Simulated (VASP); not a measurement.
# CdBi2Pt4Br (P4/mmm) in VASP: further runs

Aim: see how the results for CdBi2Pt4Br move with the level of theory and the settings. Levels: r2SCAN, r2SCAN+D3(BJ). Tasks: single point.

Program: VASP 6.6.1. These are calculated values, not measurements. Logs are shortened: lines on timing, memory, paths and dates and some standing lists are left out, and cuts for length are marked.

### Step 1. The cell of the first run

The structure is tetragonal, space group P4/mmm (No. 123). Conventional cell: a = 4.126 Å, b = 4.126 Å, c = 9.685 Å, α = 90.00°, β = 90.00°, γ = 90.00°. Within 3.4 Å of Cd (site symmetry 4/mmm) lie 8 Pt at 2.59 Å. Bi (site symmetry 4mm) has 4 Pt at 2.34 Å within 3.1 Å. Within 3.2 Å of Pt (site symmetry 2mm) lie 2 Bi at 2.34 Å and 2 Cd at 2.59 Å and 5 Pt at 2.92 to 3.12 Å. Br (site symmetry 4/mmm) has 8 Bi at 3.64 Å and 8 Pt at 3.88 Å and 4 Br at 4.13 Å and 2 Cd at 4.84 Å within 4.9 Å.

### Step 2. Single point, r2SCAN

The input, POSCAR:

```
CdBi2Pt4Br
1.0
    4.1261370000      0.0000000000      0.0000000000
    0.0000000000      4.1261370000      0.0000000000
    0.0000000000      0.0000000000      9.6852590000
Cd Bi Pt Br
1 2 4 1
Direct
    0.0000000000      0.0000000000      0.0000000000
    0.5000000000      0.5000000000      0.7242000000
    0.5000000000      0.5000000000      0.2758000000
    0.5000000000      0.0000000000      0.8390000000
    0.0000000000      0.5000000000      0.8390000000
    0.5000000000      0.0000000000      0.1610000000
    0.0000000000      0.5000000000      0.1610000000
    0.0000000000      0.0000000000      0.5000000000
```

The input, INCAR.step1:

```
SYSTEM = CdBi2Pt4Br
PREC     = Accurate       ! precision mode
ENCUT    = 520            ! plane-wave cutoff, eV
ISMEAR   = 0              ! smearing method
SIGMA    = 0.0114         ! smearing width, eV
LREAL    = .False.        ! projectors in reciprocal space
LASPH    = .True.         ! aspherical terms in the spheres
NELM     = 80             ! most SCF steps
NBANDS   = 54             ! bands
GGA      = PE             ! functional
ALGO     = Normal         ! electronic algorithm
EDIFF    = 1E-4           ! SCF threshold, eV
LWAVE    = .True.         ! write WAVECAR
LCHARG   = .False.        ! write CHGCAR
```

The input, INCAR.step2:

```
SYSTEM = CdBi2Pt4Br
PREC     = Accurate       ! precision mode
ENCUT    = 520            ! plane-wave cutoff, eV
EDIFF    = 1E-7           ! SCF threshold, eV
ISMEAR   = 0              ! smearing method
SIGMA    = 0.0114         ! smearing width, eV
LREAL    = .False.        ! projectors in reciprocal space
LASPH    = .True.         ! aspherical terms in the spheres
NELM     = 80             ! most SCF steps
ALGO     = Normal         ! electronic algorithm
ISIF     = 2              ! what is computed and relaxed
LWAVE    = .False.        ! write WAVECAR
LCHARG   = .False.        ! write CHGCAR
METAGGA  = R2SCAN         ! meta-GGA
LMIXTAU  = .True.       
NBANDS   = 54             ! bands
ISTART   = 1
```

The input, KPOINTS:

```
Automatic mesh
0
Gamma
  4 4 2
  0 0 0
```

Potentials or basis: VASP PAW PBE potentials, release 64 (Cd, Bi_d, Pt, Br).

Run with:

```console
$ cat potpaw_PBE.64/Cd/POTCAR potpaw_PBE.64/Bi_d/POTCAR potpaw_PBE.64/Pt/POTCAR potpaw_PBE.64/Br/POTCAR > POTCAR
$ cp INCAR.step1 INCAR
$ mpirun -np 1 vasp_std > vasp.out
$ cp INCAR.step2 INCAR
$ mpirun -np 1 vasp_std > vasp.out
```

OUTCAR:

```text
SYSTEM = CdBi2Pt4Br
   PREC = Accurate
   ENCUT = 520
   EDIFF = 1E-7
   ISMEAR = 0
   LREAL = .False.
   LASPH = .True.
   NELM = 80
   ISIF = 2
   METAGGA = R2SCAN
   ISTART = 1

 ion  position               nearest neighbor table
   1  0.000  0.000  0.000-   4 2.59   5 2.59   6 2.59   7 2.59   5 2.59   7 2.59   4 2.59   6 2.59

   2  0.500  0.500  0.724-   4 2.34   5 2.34   4 2.34   5 2.34
   3  0.500  0.500  0.276-   6 2.34   7 2.34   6 2.34   7 2.34
   4  0.500  0.000  0.839-   2 2.34   2 2.34   1 2.59   1 2.59   5 2.92   5 2.92   5 2.92   5 2.92
                             6 3.12
   5  0.000  0.500  0.839-   2 2.34   2 2.34   1 2.59   1 2.59   4 2.92   4 2.92   4 2.92   4 2.92
                             7 3.12
   6  0.500  0.000  0.161-   3 2.34   3 2.34   1 2.59   1 2.59   7 2.92   7 2.92   7 2.92   7 2.92
                             4 3.12
   7  0.000  0.500  0.161-   3 2.34   3 2.34   1 2.59   1 2.59   6 2.92   6 2.92   6 2.92   6 2.92
                             5 3.12
   8  0.000  0.000  0.500-

  LATTYP: Found a simple tetragonal cell.
 ALAT       =     4.1261370000
 C/A-ratio  =     2.3472945760

  Lattice vectors:

 A1 = (   4.1261370000,   0.0000000000,   0.0000000000)
 A2 = (   0.0000000000,   4.1261370000,   0.0000000000)
 A3 = (   0.0000000000,   0.0000000000,   9.6852590000)

Analysis of symmetry for initial positions (statically):
=====================================================================
 Subroutine PRICEL returns:
 Original cell was already a primitive cell.

 Routine SETGRP: Setting up the symmetry group for a
 simple tetragonal supercell.

 Subroutine GETGRP returns: Found 16 space group operations
 (whereof 16 operations were pure point group operations)
 out of a pool of 16 trial point group operations.

The static configuration has the point symmetry D_4h.

Analysis of symmetry for dynamics (positions and initial velocities):
=====================================================================
 Subroutine PRICEL returns:
 Original cell was already a primitive cell.

 Routine SETGRP: Setting up the symmetry group for a
 simple tetragonal supercell.

 Subroutine GETGRP returns: Found 16 space group operations
 (whereof 16 operations were pure point group operations)
 out of a pool of 16 trial point group operations.

The dynamic configuration has the point symmetry D_4h.

 Subroutine INISYM returns: Found 16 space group operations
[... 101 lines left out ...]
   NFREE  =      0    steps in history (QN), initial steepest desc. (CG)
   ISIF   =      2    stress and relaxation
   ISYM   =      2    0-nonsym 1-usesym 2-fastsym
   POTIM  = 0.5000    time-step for ionic-motion
   TEBEG  =    0.0;   TEEND  =   0.0 temperature during run
   PSTRESS=    0.0 pullay stress
   NELECT =      89.0000    total number of electrons
   NUPDOWN=      -1.0000    fix difference up-down
   EMIN   =  10.00;   EMAX   =-10.00  energy-range for DOS
   EFERMI =   0.00;   METHOD = LEGACY
   ISMEAR =     0;   SIGMA  =   0.01  broadening in eV -4-tet -1-fermi 0-gaus
   EFERMI_NEDOS =   21; number of points for ismear=-14 and -15
   IALGO  =     38    algorithm
   IMIX   =      4    mixing-type and parameters
     AMIX     =   0.40;   BMIX     =  1.00
     AMIX_MAG =   1.60;   BMIX_MAG =  1.00
  volume/ion in A,a.u.               =      20.61       139.09
  Fermi-wavevector in a.u.,A,eV,Ry     =   1.332924  2.518861 24.173279  1.776686
  Thomas-Fermi vector in A             =   2.461821
   LORBIT       =      0    0 simple, 1 ext, 2 COOP (PROOUT), +10 PAW based schemes
   METAGGA = R2SCAN    functional components
   LHFCALC =     F    Hartree Fock is set to
   AEXX    =    0.0000 exact exchange contribution
   IVDW    =     0    specifies the selected vdW correction
   LEPSILON=     F    determine dielectric tensor
   LRPA    =     F    only Hartree local field effects (RPA)
 non-spin polarized calculation
 Gauss-broadening in eV      SIGMA  =   0.01
  energy-cutoff  :      520.00
  volume of cell :      164.89
 maximum number of plane-waves:      4459
 NGX is ok and might be reduce to    32
   NGX = 15   NGY = 15   NGZ = 37

 number of electron      88.9999969 magnetization

 Free energy of the ion-electron system (eV)
  ---------------------------------------------------
  ext. energy  EPLUGINS =         0.00000000
  ---------------------------------------------------
  free energy    TOTEN  =      -349.19732785 eV

  energy without entropy =     -349.19652311  energy(sigma->0) =     -349.19692548

 E-fermi :   7.6059     XC(G=0): -12.0445

 val. band max:        7.6058617488   @ k =   0.2500   0.0000   0.5000
 cond. band min:       7.6530804992   @ k =   0.2500   0.2500   0.5000
 fundamental gap:      0.0472187504
 Fermi energy:         7.6058637811

 k-point     1 :       0.0000    0.0000    0.0000
  band No.  band energies     occupation
      1     -16.6801      2.00000
      2     -16.6791      2.00000
      3     -16.5080      2.00000
      4     -16.5080      2.00000
      5     -16.5065      2.00000
      6     -16.5065      2.00000
[... 673 lines left out ...]
     53      14.6007      0.00000
     54      16.0534      0.00000

------------------------ aborting loop because EDIFF is reached ----------------------------------------

  FORCE on cell =-STRESS in cart. coord.  units (eV):
  Direction    XX          YY          ZZ          XY          YZ          ZX
  --------------------------------------------------------------------------------------
  -------------------------------------------------------------------------------------
  Total       51.1306876     51.1306876     39.9837594      0.0000000     -0.0000000     -0.0000000
  in kB      496.8138436    496.8138436    388.5041668      0.0000000     -0.0000000     -0.0000000
  external PRESSURE =     460.7106180 kB  Pullay stress =       0.0000000 kB

 VOLUME and BASIS-vectors are now :
 -----------------------------------------------------------------------------
  energy-cutoff  :      520.00
  volume of cell :      164.89
      direct lattice vectors                 reciprocal lattice vectors
     4.126137000  0.000000000  0.000000000     0.242357440  0.000000000  0.000000000
     0.000000000  4.126137000  0.000000000     0.000000000  0.242357440  0.000000000
     0.000000000  0.000000000  9.685259000     0.000000000  0.000000000  0.103249691

 POSITION                                       TOTAL-FORCE (eV/Angst)
 -----------------------------------------------------------------------------------
      0.00000      0.00000      0.00000         0.000000     -0.000000      0.000000
      2.06307      2.06307      7.01406         0.000000      0.000000    -12.570313
      2.06307      2.06307      2.67119        -0.000000     -0.000000     12.570313
      2.06307      0.00000      8.12593        -0.000000      0.000000      4.605553
      0.00000      2.06307      8.12593         0.000000     -0.000000      4.605553
      2.06307      0.00000      1.55933         0.000000     -0.000000     -4.605553
      0.00000      2.06307      1.55933         0.000000     -0.000000     -4.605553
      0.00000      0.00000      4.84263         0.000000     -0.000000      0.000000
 -----------------------------------------------------------------------------------
    total drift:                                0.000000     -0.000000      0.000000

  FREE ENERGIE OF THE ION-ELECTRON SYSTEM (eV)
  ---------------------------------------------------
  free  energy   TOTEN  =      -349.1973278500 eV

  energy  without entropy=     -349.1965231120  energy(sigma->0) =     -349.19692548
```

Wall time 8.4 min (1 thread of Intel Xeon 8259CL, shared host); peak memory 0.35 GiB.

What came out:

* Free energy: -349.1973 eV
* Pressure: 46.1 GPa
* Largest force: 12.570 eV/Å
* Band gap on the k mesh: zero (an odd number of electrons rules out a gap without spin polarisation)

Forces on the atoms (eV/Å):
```
Cd    0.000   0.000   0.000
Bi    0.000   0.000 -12.570
Bi    0.000   0.000  12.570
Pt    0.000   0.000   4.606
Pt    0.000   0.000   4.606
Pt    0.000   0.000  -4.606
Pt    0.000   0.000  -4.606
Br    0.000   0.000   0.000
```

Levels at points of the mesh, in eV from the Fermi level:
| k point | band 42 | band 43 | band 44 | band 45 | band 46 | band 47 |
| --- | --- | --- | --- | --- | --- | --- |
| (0.00, 0.00, 0.00) | -1.16 | -0.22 | -0.22 | -0.20 | 1.35 | 1.35 |
| (0.50, 0.00, 0.00) | -1.50 | -1.44 | -0.90 | 0.40 | 0.91 | 3.05 |
| (0.50, 0.50, 0.00) | -2.10 | -1.58 | -0.42 | -0.14 | -0.14 | -0.14 |
| (0.00, 0.00, 0.50) | -1.16 | -0.67 | -0.62 | -0.62 | 1.57 | 1.57 |
| (0.50, 0.00, 0.50) | -1.82 | -1.73 | -1.46 | 0.35 | 1.50 | 3.26 |
| (0.50, 0.50, 0.50) | -1.52 | -0.94 | -0.72 | -0.50 | -0.42 | -0.42 |

Caveat: the k points lie up to 0.38 Å⁻¹ apart, too coarse for converged energies and pressures of a metal; the PAW data sets were made with another functional, which shifts forces and pressure a little; spin-orbit coupling is left out, which moves the levels of the heavy elements; an odd number of electrons without spin polarisation forces a metal; a magnetic or distorted state may lie lower.

### Step 3. Single point, r2SCAN+D3(BJ)

POSCAR is that of step 2.

The input, INCAR.step1:

```
PREC = Accurate
ENCUT = 520
ISMEAR = 0
SIGMA = 0.0114
LREAL = F
LASPH = T
NELM = 100
NBANDS = 54
GGA = PE
ALGO = Normal
EDIFF = 1E-4
LWAVE = T
LCHARG = F
```

The input, INCAR.step2:

```
PREC = Accurate
ENCUT = 520
EDIFF = 1E-6
ISMEAR = 0
SIGMA = 0.0114
LREAL = F
LASPH = T
NELM = 100
ALGO = Normal
ISIF = 2
LWAVE = F
LCHARG = F
METAGGA = R2SCAN
LMIXTAU = T
IVDW = 12
VDW_S6 = 1.0
VDW_S8 = 0.78981345
VDW_A1 = 0.49484001
VDW_A2 = 5.73083694
NBANDS = 54
ISTART = 1
```

The input, KPOINTS:

```
Automatic mesh
0
Gamma
  6 6 3
```

Potentials or basis: VASP PAW PBE potentials, release 64 (Cd, Bi_d, Pt, Br).

Run with:

```console
$ cat potpaw_PBE.64/Cd/POTCAR potpaw_PBE.64/Bi_d/POTCAR potpaw_PBE.64/Pt/POTCAR potpaw_PBE.64/Br/POTCAR > POTCAR
$ cp INCAR.step1 INCAR
$ mpirun -np 1 vasp_std > vasp.out
$ cp INCAR.step2 INCAR
$ mpirun -np 1 vasp_std > vasp.out
```

It took 12 min on 1 thread of Intel Xeon 8259CL, shared host; peak memory 0.41 GiB.

Results (log left out):

```yaml
Free_energy: -351.3466 eV
Pressure: 44.2 GPa
Largest_force: 12.616 eV/Å
Band_gap_on_the_k_mesh: zero (an odd number of electrons rules out a gap without spin polarisation)
Dispersion_energy_per_atom: -0.272 eV
```

Forces in eV/Å, atoms in the order of the input:
```
Cd    0.000   0.000   0.000
Bi    0.000   0.000 -12.616
Bi    0.000   0.000  12.616
Pt    0.000   0.000   4.638
Pt    0.000   0.000   4.638
Pt    0.000   0.000  -4.638
Pt    0.000   0.000  -4.638
Br    0.000   0.000   0.000
```

Stress tensor (GPa, compression positive):
```
47.79  0.00  0.00
 0.00 47.79  0.00
 0.00  0.00 37.17
```

Levels at points of the mesh, in eV from the Fermi level:
```
           k point  band 42  band 43  band 44  band 45  band 46  band 47
(0.00, 0.00, 0.00)    -1.18    -0.24    -0.24    -0.22     1.33     1.33
(0.50, 0.00, 0.00)    -1.50    -1.46    -0.91     0.39     0.88     3.04
(0.50, 0.50, 0.00)    -2.14    -1.57    -0.42    -0.18    -0.17    -0.17
```

Caveat: the cell stands under pressure; the PAW data sets were made with another functional, which shifts forces and pressure a little; spin-orbit coupling is left out, which moves the levels of the heavy elements; an odd number of electrons without spin polarisation forces a metal; a magnetic or distorted state may lie lower.
